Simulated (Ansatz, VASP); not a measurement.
One calculation of W, two programs

Contents of INCAR:

```
SYSTEM = W
  ALGO = Normal
  EDIFF = 1E-7
  ENCUT = 520
  GGA = CA
  ISIF = 2
  ISMEAR = -1
  LASPH = .True.
  LCHARG = .True.
  LELF = .True.
  LREAL = .False.
  LVHAR = .True.
  LWAVE = .False.
  NBANDS = 13
  NELM = 60
  PREC = Accurate
  SIGMA = 0.6
```

File KPOINTS:

```
k-points
0
Gamma
  14 14 14
  0 0 0
```

Contents of POSCAR:

```
W
1.0
   -1.5676867250      1.5676867250      1.5676867250
    1.5676867250     -1.5676867250      1.5676867250
    1.5676867250      1.5676867250     -1.5676867250
W
1
Direct
    0.0000000000      0.0000000000      0.0000000000
```

Input for Ansatz:

```yaml
crystal:
  lattice:
    - [-1.567686725, 1.567686725, 1.567686725]
    - [1.567686725, -1.567686725, 1.567686725]
    - [1.567686725, 1.567686725, -1.567686725]
  atoms:
    - { symbol: W, position: [0.0, 0.0, 0.0] }
hamiltonian:
  xc: lda
  pseudopotentials:
    kind: paw
    azcp:
      W: "pseudopotentials/W.paw.azcp"
basis:
  ecutwfc: 420
  fft_grid_basis: typed
kpoints:
  mp_grid: { grid: [14, 14, 14], shift: [0, 0, 0] }
magnetization:
  spin_polarized: false
scf:
  occupations: { method: fermi_dirac, width: 0.6 }
  lower_state_search: "off"
output:
  stress: true
```

Alike in both runs: task single point; functional LDA; k mesh 14 × 14 × 14; occupations fermi-dirac, width 0.6 eV; no spin polarisation.

|  | VASP | Ansatz |
| --- | --- | --- |
| version | VASP 6.6.1 | Ansatz 0.2.0 |
| potentials or method | VASP PAW LDA potentials, release 64 (W_sv), cutoff 520 eV | plane waves (420 eV) with PAW, scalar-relativistic |
| valence electrons in the cell | 14 | 14 |

|  | VASP | Ansatz | Ansatz less VASP |
| --- | --- | --- | --- |
| pressure (GPa) | 6.1 | 4.2 | -1.96 |

Ansatz warns that its potentials were made for another functional, while VASP's fit it. LDA's correlation is that of Perdew and Zunger in VASP and of Perdew and Wang (1992) in Ansatz.

Neither program's run includes spin-orbit coupling.
